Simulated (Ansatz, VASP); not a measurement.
## AlN: VASP beside Ansatz

INCAR

```
  PREC = Accurate
  ENCUT = 600
  EDIFF = 1E-6
  ISMEAR = 0
  SIGMA = 0.05
  LREAL = F
  LASPH = T
  NELM = 100
  ALGO = Normal
  ISIF = 3
  LWAVE = F
  LCHARG = F
  GGA = PE
  IBRION = 2
  NSW = 100
  EDIFFG = -0.01
```

File KPOINTS:

```
Automatic mesh
0
Gamma
  8 4 4
```

POSCAR

```
AlN
1.0
   -3.1302395626      0.0000000000      0.0000000000
    0.0000000000      0.0000000000     -5.0179796547
    0.0000000000     -5.4217339622      0.0000000000
Al N
4 4
Direct
    0.5234193132      1.0088376099      0.1621348533
    0.0234193132      1.0088376099      0.6621348533
    0.0234193132      0.5088376099      0.3288015199
    0.5234193132      0.5088376099      0.8288015199
    0.5234193132      0.6272950449      0.1621348533
   -0.1639351922      0.5427644257      0.6983893608
    0.0234193132      0.1272950449      0.3288015199
    0.5234193132      0.1272950449      0.8288015199
```

Input for Ansatz:

```yaml
crystal:
  lattice:
    - [-3.1302395626, 0.0, 0.0]
    - [0.0, 0.0, -5.0179796547]
    - [0.0, -5.4217339622, 0.0]
  atoms:
    - { symbol: Al, position: [0.5234193132, 1.0088376099, 0.1621348533] }
    - { symbol: Al, position: [0.0234193132, 1.0088376099, 0.6621348533] }
    - { symbol: Al, position: [0.0234193132, 0.5088376099, 0.3288015199] }
    - { symbol: Al, position: [0.5234193132, 0.5088376099, 0.8288015199] }
    - { symbol: "N", position: [0.5234193132, 0.6272950449, 0.1621348533] }
    - { symbol: "N", position: [-0.1639351922, 0.5427644257, 0.6983893608] }
    - { symbol: "N", position: [0.0234193132, 0.1272950449, 0.3288015199] }
    - { symbol: "N", position: [0.5234193132, 0.1272950449, 0.8288015199] }
basis:
  ecutwfc: 420
kpoints:
  mp_grid: { grid: [8, 4, 4] }
hamiltonian:
  xc: pbe
scf:
  occupations: { method: gaussian, width: 0.05 }
output:
  forces: true
  stress: true
  eigenvalues: true
relax:
  adjacent_minimum: "off"
  f_tol: 0.01
  max_steps: 80
  cell: { stress_tol: 0.1 }
```

Change from the starting cell: atom 6 moved 0.75 Å; relaxed back.

Alike in both runs: task relaxation of cell and atoms; functional PBE; k mesh 8 × 4 × 4; occupations gaussian, width 0.05 eV; no spin polarisation.

|  | VASP | Ansatz |
| --- | --- | --- |
| version | VASP 6.6.1 | Ansatz 0.2.0 |
| potentials or method | VASP PAW PBE potentials, release 64 (Al, N), cutoff 600 eV | scalar-relativistic, plane waves, PAW |
| valence electrons in the cell | 32 | 32 |

Ansatz gave:

```
gap on the k mesh at the Fermi level, each at its own relaxed structure (eV)  : 4.03
relaxed volume (Å³/atom)                                                      : 10.64
relaxed length of the cell vector where the two differ most in proportion (Å) : 5.422
```

**Question.** What did VASP give for the same quantities?

**Answer.** gap on the k mesh at the Fermi level, each at its own relaxed structure (eV): 2.50; relaxed volume (Å³/atom): 10.39; relaxed length of the cell vector where the two differ most in proportion (Å): 5.998.

One of these differences is far larger than is usual between the two programs; its cause wasn't traced.
